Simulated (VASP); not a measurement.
Runs of VASP 6.6.1 on Cu. The structure is that of space group I4/mmm (No. 139), or close to it. The cells are those of the table. 

```tsv
potentials or basis	cell	cutoff (eV)	second run	gap on the mesh (eV)	pressure (GPa)
VASP PAW PBE potentials, release 64 (Cu)	a = 2.475 Å, angles 107.5, 107.5, 113.6°, 1 atom	520	-	none	-2.8
VASP PAW PBE potentials, release 64 (Cu)	a = 2.464 Å, angles 107.1, 107.1, 114.4°, 1 atom	520	-	none	-0.3
VASP PAW PBE potentials, release 64 (Cu)	a = 2.501 Å, angles 107.1, 107.1, 114.4°, 1 atom	520	-	none	-6.8
VASP PAW PBE potentials, release 64 (Cu)	a = 2.512 Å, angles 107.5, 107.5, 113.6°, 1 atom	520	-	none	-8.7
VASP PAW PBE potentials, release 64 (Cu)	a = 2.490 Å, angles 106.7, 106.7, 115.2°, 1 atom	520	-	none	(a)
VASP PAW PBE potentials, release 64 (Cu_sv_GW)	a = 2.438 Å, angles 107.4, 107.4, 113.6°, 1 atom	700	valence_matched	none	-0.3
VASP PAW PBE potentials, release 64 (Cu)	a = 2.438 Å, angles 107.4, 107.4, 113.6°, 1 atom	520	-	none	(b)
```

Alike in all rows: task single point; level PBEsol; no spin polarisation; k mesh 24 × 24 × 24; smearing gaussian 0.15 eV.

**Question.** Fill in the values left out.

**Answer.** (a) -4.6; (b) 4.9.

Caveats: the PAW data sets were made with another functional, which shifts forces and pressure a little.

A gap of «none» marks levels without a gap at the run's occupations.

The runs don't all hold the same shells in valence.
